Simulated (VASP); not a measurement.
# CdTe (I-4m2) in VASP: notebook

Runs on CdTe. Level: r2SCAN. Tasks: single point.

All numbers are computed with VASP 6.6.1; they aren't measurements. Logs are shortened: lines on timing, memory, paths and dates and some standing lists are left out, and cuts for length are marked.

## 1. The cell of the first run

It takes space group I-4m2 (No. 119, tetragonal). Conventional cell: a = 3.960 Å, b = 3.960 Å, c = 8.399 Å, α = 90.00°, β = 90.00°, γ = 90.00°. Within 3.8 Å of Cd (site symmetry -4m2) lie 4 Te at 2.89 Å. Within 3.8 Å of Te (site symmetry -4m2) lie 4 Cd at 2.89 Å.

## 2. Single point, r2SCAN

Contents of POSCAR:

```
CdTe
1.0
    0.0000000000      2.7998253895      4.1997380842
    2.7998253895      0.0000000000      4.1997380842
    2.7998253895      2.7998253895      0.0000000000
Cd Te
1 1
Direct
    0.0000000000      0.0000000000      0.0000000000
    0.7500000000      0.7500000000      0.7500000000
```

Contents of INCAR.step1:

```
PREC = Accurate ; ENCUT = 520
ISMEAR = 0 ; SIGMA = 0.05
LREAL = False ; LASPH = True
NELM = 60 ; NBANDS = 16
GGA = PE ; ALGO = Normal
EDIFF = 1E-4 ; LWAVE = True
LCHARG = False
```

Contents of INCAR.step2:

```
PREC = Accurate ; ENCUT = 520
EDIFF = 1E-6 ; ISMEAR = 0
SIGMA = 0.05 ; LREAL = False
LASPH = True ; NELM = 60
ALGO = Normal ; ISIF = 2
LWAVE = False ; LCHARG = True
METAGGA = R2SCAN ; LMIXTAU = True
LELF = True ; LVHAR = True
NBANDS = 16 ; ISTART = 1
```

Contents of KPOINTS:

```
regular mesh
0
Gamma
  8 8 8
```

Potentials or basis: VASP PAW PBE potentials, release 64 (Cd, Te).

Started as:

```console
$ cat potpaw_PBE.64/Cd/POTCAR potpaw_PBE.64/Te/POTCAR > POTCAR
$ cp INCAR.step1 INCAR
$ mpirun -np 1 vasp_std > vasp.out
$ cp INCAR.step2 INCAR
$ mpirun -np 1 vasp_std > vasp.out
```

OUTCAR:

```text
PREC = Accurate
   ENCUT = 520
   EDIFF = 1E-6
   ISMEAR = 0
   LREAL = False
   LASPH = True
   NELM = 60
   ISIF = 2
   METAGGA = R2SCAN
   ISTART = 1

 ion  position               nearest neighbor table
   1  0.000  0.000  0.000-   2 2.89   2 2.89   2 2.89   2 2.89
   2  0.750  0.750  0.750-   1 2.89   1 2.89   1 2.89   1 2.89

  LATTYP: Found a body centered tetragonal cell.
 ALAT       =     3.9595510381
 C/A-ratio  =     2.1213203435

  Lattice vectors:

 A1 = (  -2.7998253895,   0.0000000000,   4.1997380842)
 A2 = (   2.7998253895,   0.0000000000,   4.1997380842)
 A3 = (   0.0000000000,   2.7998253895,  -4.1997380842)

Analysis of symmetry for initial positions (statically):
=====================================================================
 Subroutine PRICEL returns:
 Original cell was already a primitive cell.

 Routine SETGRP: Setting up the symmetry group for a
 body centered tetragonal supercell.

 Subroutine GETGRP returns: Found  8 space group operations
 (whereof  8 operations were pure point group operations)
 out of a pool of 16 trial point group operations.

The static configuration has the point symmetry D_2d.

Analysis of symmetry for dynamics (positions and initial velocities):
=====================================================================
 Subroutine PRICEL returns:
 Original cell was already a primitive cell.

 Routine SETGRP: Setting up the symmetry group for a
 body centered tetragonal supercell.

 Subroutine GETGRP returns: Found  8 space group operations
 (whereof  8 operations were pure point group operations)
 out of a pool of 16 trial point group operations.

The dynamic configuration has the point symmetry D_2d.

 Subroutine INISYM returns: Found  8 space group operations
 (whereof  8 operations are pure point group operations),
 and found     1 'primitive' translations

----------------------------------------------------------------------------------------

                                     Primitive cell

  volume of cell :      65.8437

  direct lattice vectors                    reciprocal lattice vectors
     0.000000000  2.799825390  4.199738084    -0.178582565  0.178582565  0.119055043
     2.799825390  0.000000000  4.199738084     0.178582565 -0.178582565  0.119055043
     2.799825390  2.799825390  0.000000000     0.178582565  0.178582565 -0.119055043

  length of vectors
     5.047457002  5.047457002  3.959551038     0.279208826  0.279208826  0.279208826

  position of ions in fractional coordinates (direct lattice)
     0.000000000  0.000000000  0.000000000
[... 80 lines left out ...]
   EDIFFG = 0.1E-04   stopping-criterion for IOM
   NSW    =      0    number of steps for IOM
   IBRION =     -1    ionic relax: 0-MD 1-quasi-New 2-CG
   NFREE  =      0    steps in history (QN), initial steepest desc. (CG)
   ISIF   =      2    stress and relaxation
   ISYM   =      2    0-nonsym 1-usesym 2-fastsym
   POTIM  = 0.5000    time-step for ionic-motion
   TEBEG  =    0.0;   TEEND  =   0.0 temperature during run
   PSTRESS=    0.0 pullay stress
   NELECT =      18.0000    total number of electrons
   NUPDOWN=      -1.0000    fix difference up-down
   EMIN   =  10.00;   EMAX   =-10.00  energy-range for DOS
   EFERMI =   0.00;   METHOD = LEGACY
   ISMEAR =     0;   SIGMA  =   0.05  broadening in eV -4-tet -1-fermi 0-gaus
   EFERMI_NEDOS =   21; number of points for ismear=-14 and -15
   IALGO  =     38    algorithm
   IMIX   =      4    mixing-type and parameters
     AMIX     =   0.40;   BMIX     =  1.00
     AMIX_MAG =   1.60;   BMIX_MAG =  1.00
  volume/ion in A,a.u.               =      32.92       222.17
  Fermi-wavevector in a.u.,A,eV,Ry     =   1.062497  2.007828 15.359610  1.128899
  Thomas-Fermi vector in A             =   2.197950
   LORBIT       =      0    0 simple, 1 ext, 2 COOP (PROOUT), +10 PAW based schemes
   METAGGA = R2SCAN    functional components
   LHFCALC =     F    Hartree Fock is set to
   AEXX    =    0.0000 exact exchange contribution
   IVDW    =     0    specifies the selected vdW correction
   LEPSILON=     F    determine dielectric tensor
   LRPA    =     F    only Hartree local field effects (RPA)
 non-spin polarized calculation
 Gauss-broadening in eV      SIGMA  =   0.05
  energy-cutoff  :      520.00
  volume of cell :       65.84
 maximum number of plane-waves:      1808
 NGX is ok and might be reduce to    40

 number of electron      17.9999999 magnetization

 Free energy of the ion-electron system (eV)
  ---------------------------------------------------
  ext. energy  EPLUGINS =         0.00000000
  ---------------------------------------------------
  free energy    TOTEN  =       -45.97509573 eV

  energy without entropy =      -45.97476265  energy(sigma->0) =      -45.97492919

 E-fermi :   3.3008     XC(G=0):  -9.3403

 val. band max:        3.2659602771   @ k =  -0.1250   0.1250   0.0000
 cond. band min:       3.3602771225   @ k =   0.5000   0.0000   0.0000
 fundamental gap:      0.0943168454
 Fermi energy:         3.3008368700

 k-point     1 :       0.0000    0.0000    0.0000
  band No.  band energies     occupation
      1      -9.0772      2.00000
      2      -6.3724      2.00000
      3      -6.1888      2.00000
      4      -6.1888      2.00000
      5      -6.0441      2.00000
      6      -6.0387      2.00000
[... 433 lines left out ...]
      3      -6.1601      2.00000
      4      -6.1377      2.00000
      5      -6.0871      2.00000
      6      -5.7752      2.00000
[... 8 lines left out ...]
     15      12.6391      0.00000
     16      14.0378      0.00000

 [... further k-points ...]

------------------------ aborting loop because EDIFF is reached ----------------------------------------

  FORCE on cell =-STRESS in cart. coord.  units (eV):
  Direction    XX          YY          ZZ          XY          YZ          ZX
  --------------------------------------------------------------------------------------
  -------------------------------------------------------------------------------------
  Total        2.4095940      2.4095940     -3.2997694      0.0000000      0.0000000      0.0000000
  in kB       58.6327635     58.6327635    -80.2934423      0.0000000      0.0000000      0.0000000
  external PRESSURE =      12.3240282 kB  Pullay stress =       0.0000000 kB

 VOLUME and BASIS-vectors are now :
 -----------------------------------------------------------------------------
  energy-cutoff  :      520.00
  volume of cell :       65.84
      direct lattice vectors                 reciprocal lattice vectors
     0.000000000  2.799825390  4.199738084    -0.178582565  0.178582565  0.119055043
     2.799825390  0.000000000  4.199738084     0.178582565 -0.178582565  0.119055043
     2.799825390  2.799825390  0.000000000     0.178582565  0.178582565 -0.119055043

 POSITION                                       TOTAL-FORCE (eV/Angst)
 -----------------------------------------------------------------------------------
      0.00000      0.00000      0.00000        -0.000000     -0.000000     -0.000000
      4.19974      4.19974      6.29961         0.000000      0.000000      0.000000
 -----------------------------------------------------------------------------------
    total drift:                                0.000002      0.000002      0.000011

  FREE ENERGIE OF THE ION-ELECTRON SYSTEM (eV)
  ---------------------------------------------------
  free  energy   TOTEN  =       -45.9750957295 eV

  energy  without entropy=      -45.9747626479  energy(sigma->0) =      -45.97492919
```

Wall time 1.9 min (1 thread of Intel Xeon 6975P-C (Granite Rapids), shared host); peak memory 0.26 GiB.

What came out:

```yaml
Free_energy: -45.9751 eV
Pressure: 1.2 GPa
Band_gap_on_the_k_mesh: zero (bands 9 and 10 overlap by 0.09 eV)
```

Caveat: the stress differs along the axes, from -8 to 6 GPa; semilocal functionals underestimate gaps, and a narrow one can read as zero; the PAW data sets were made with another functional, which shifts forces and pressure a little; spin-orbit coupling is left out, which moves the levels of the heavy elements.

## 3. Single point, r2SCAN

This run uses another cell than the first one, of the same volume but with other edges.

Contents of POSCAR:

```
CdTe
1.0
    0.0000000000      3.2489095660      3.1189531833
    3.2489095660      0.0000000000      3.1189531833
    3.2489095660      3.2489095660      0.0000000000
Cd Te
1 1
Direct
    0.0000000000      0.0000000000      0.0000000000
    0.7500000000      0.7500000000      0.7500000000
```

Contents of INCAR.step1:

```
SYSTEM = CdTe
PREC     = Accurate       ! precision mode
ENCUT    = 520            ! plane-wave cutoff, eV
ISMEAR   = 0              ! smearing method
SIGMA    = 0.05           ! smearing width, eV
LREAL    = .FALSE.        ! projectors in reciprocal space
LASPH    = .TRUE.         ! aspherical terms in the spheres
NELM     = 60             ! most SCF steps
NBANDS   = 16             ! bands
GGA      = PE             ! functional
ALGO     = Normal         ! electronic algorithm
EDIFF    = 1E-4           ! SCF threshold, eV
LWAVE    = .TRUE.         ! write WAVECAR
LCHARG   = .FALSE.        ! write CHGCAR
```

Contents of INCAR.step2:

```
SYSTEM = CdTe
PREC     = Accurate       ! precision mode
ENCUT    = 520            ! plane-wave cutoff, eV
EDIFF    = 1E-6           ! SCF threshold, eV
ISMEAR   = 0              ! smearing method
SIGMA    = 0.05           ! smearing width, eV
LREAL    = .FALSE.        ! projectors in reciprocal space
LASPH    = .TRUE.         ! aspherical terms in the spheres
NELM     = 60             ! most SCF steps
ALGO     = Normal         ! electronic algorithm
ISIF     = 2              ! what is computed and relaxed
LWAVE    = .FALSE.        ! write WAVECAR
LCHARG   = .FALSE.        ! write CHGCAR
METAGGA  = R2SCAN         ! meta-GGA
LMIXTAU  = .TRUE.       
NBANDS   = 16             ! bands
ISTART   = 1
```

Contents of KPOINTS:

```
regular mesh
0
G
  8 8 8
  0 0 0
```

Potentials or basis: VASP PAW PBE potentials, release 64 (Cd, Te).

Started as:

```console
$ cat potpaw_PBE.64/Cd/POTCAR potpaw_PBE.64/Te/POTCAR > POTCAR
$ cp INCAR.step1 INCAR
$ mpirun -np 1 vasp_std > vasp.out
$ cp INCAR.step2 INCAR
$ mpirun -np 1 vasp_std > vasp.out
```

Run time: 85 s. Hardware: 1 thread of Intel Xeon 6975P-C (Granite Rapids), shared host; peak memory 0.26 GiB.

It converged, with:

| Item | Value |
| --- | --- |
| Free energy | -46.5947 eV |
| Pressure | 3.3 GPa |
| Band gap on the k mesh | 1.29 eV |

Stress tensor (GPa, compression positive):
```
3.17 0.00 0.00
0.00 3.17 0.00
0.00 0.00 3.68
```

Levels at points of the mesh, in eV from the valence-band top:
```
           k point  band 7  band 8  band 9  band 10  band 11  band 12
(0.00, 0.00, 0.00)   -0.13   -0.13    0.00     1.29     4.92     4.93
(0.50, 0.00, 0.00)   -4.78   -1.03   -0.82     2.17     5.35     5.64
(0.50, 0.50, 0.00)   -4.46   -2.24   -2.24     2.61     2.67     9.79
(0.50, 0.00, 0.50)   -4.68   -2.08   -2.01     2.78     3.00     9.46
```

Caveat: the cell stands under pressure; the PAW data sets were made with another functional, which shifts forces and pressure a little; spin-orbit coupling is left out, which moves the levels of the heavy elements.

The gap in the log of VASP goes by the Fermi energy; the results here count the filled bands.